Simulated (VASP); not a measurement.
Write the native input for VASP 6.6.1 that does the following.

* Task: single point
* Functional: LDA
* Potentials or basis: VASP PAW LDA potentials, release 64 (Mo_sv, Si)
* Cutoff: 520 eV
* k mesh: 12 × 12 × 12
* Occupations: fermi-dirac, width 0.05 eV
* Spin: no spin polarisation
* Dipole correction: no
* Further INCAR settings: ALGO = Normal; EDIFF = 1e-06; NBANDS = 18

The structure of Si2Mo lies in POSCAR:

```
Si2Mo
1.0
   -1.6000000000      1.6000000000      3.9305000000
    1.6000000000     -1.6000000000      3.9305000000
    1.6000000000      1.6000000000     -3.9305000000
Mo Si
1 2
Direct
    0.0000000000      0.0000000000      0.0000000000
    0.6670000000      0.6670000000      0.0000000000
    0.3330000000      0.3330000000      0.0000000000
```

One way to write it, as run:

INCAR

```
PREC = Accurate ; ENCUT = 520
EDIFF = 1E-6 ; ISMEAR = -1
SIGMA = 0.05 ; LREAL = F
LASPH = T ; NELM = 80
ALGO = Normal ; ISIF = 2
LWAVE = F ; LCHARG = F
GGA = CA ; NBANDS = 18
```

KPOINTS

```
regular mesh
0
Gamma
  12 12 12
```

Potentials or basis: VASP PAW LDA potentials, release 64 (Mo_sv, Si).

Command:

```bash
$ cat potpaw_LDA.64/Mo_sv/POTCAR potpaw_LDA.64/Si/POTCAR > POTCAR
$ mpirun -np 1 vasp_std > vasp.out
```

It gave:

| Quantity | Value |
| --- | --- |
| Pressure | -5.5 GPa |
| Largest force | 0.366 eV/Å |
| Band gap on the k mesh | zero (band 11 reaches 12.72 eV, above the bottom of band 12 at 11.69 eV) |

It took 56 s on 1 thread of Intel(R) Xeon(R) 6975P-C (Granite Rapids), with other jobs on the host, peak memory 0.24 GiB.
